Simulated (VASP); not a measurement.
Input of a VASP 6.6.1 run:

INCAR

```
SYSTEM = MgI2
PREC     = Accurate       ! precision mode
ENCUT    = 520            ! plane-wave cutoff, eV
EDIFF    = 1E-6           ! SCF threshold, eV
ISMEAR   = 0              ! smearing method
SIGMA    = 0.05           ! smearing width, eV
LREAL    = .False.        ! projectors in reciprocal space
LASPH    = .True.         ! aspherical terms in the spheres
NELM     = 60             ! most SCF steps
ALGO     = Normal         ! electronic algorithm
ISIF     = 2              ! what is computed and relaxed
LWAVE    = .False.        ! write WAVECAR
LCHARG   = .True.         ! write CHGCAR
GGA      = PE             ! functional
LELF     = .True.         ! ELF
LVHAR    = .True.       
NBANDS   = 15             ! bands
```

File KPOINTS:

```
regular mesh
0
Gamma
  6 6 4
  0 0 0
```

File POSCAR:

```
MgI2
1.0
    4.2950988506      0.0000000000      0.0000000000
   -2.1475494253      3.7196647164      0.0000000000
    0.0000000000      0.0000000000      7.9749240755
Mg I
1 2
Direct
    0.0000000000      0.0000000000      0.0000000000
    0.3333333333      0.6666666667      0.7666648737
    0.6666666667      0.3333333333      0.2333351263
```

Potentials or basis: VASP PAW PBE potentials, release 64 (Mg, I).

The run is started by

```sh
$ cat potpaw_PBE.64/Mg/POTCAR potpaw_PBE.64/I/POTCAR > POTCAR
$ mpirun -np 1 vasp_std > vasp.out
```

Question: Estimate the largest force.

Answer: 0.837 eV/Å.

Question: What does it give for the band gap on the k mesh?

Answer: 3.05 eV, direct.

Question: Estimate the pressure.

Answer: -2.7 GPa.

Stress tensor (GPa, compression positive):
```
-2.18  0.00  0.00
 0.00 -2.18  0.00
 0.00  0.00 -3.87
```

Caveat: spin-orbit coupling is left out, which moves the levels of the heavy elements; this functional lacks dispersion, which binds the layers, so the pressure and a relaxed spacing across them are unreliable. A k mesh can miss the band edges.
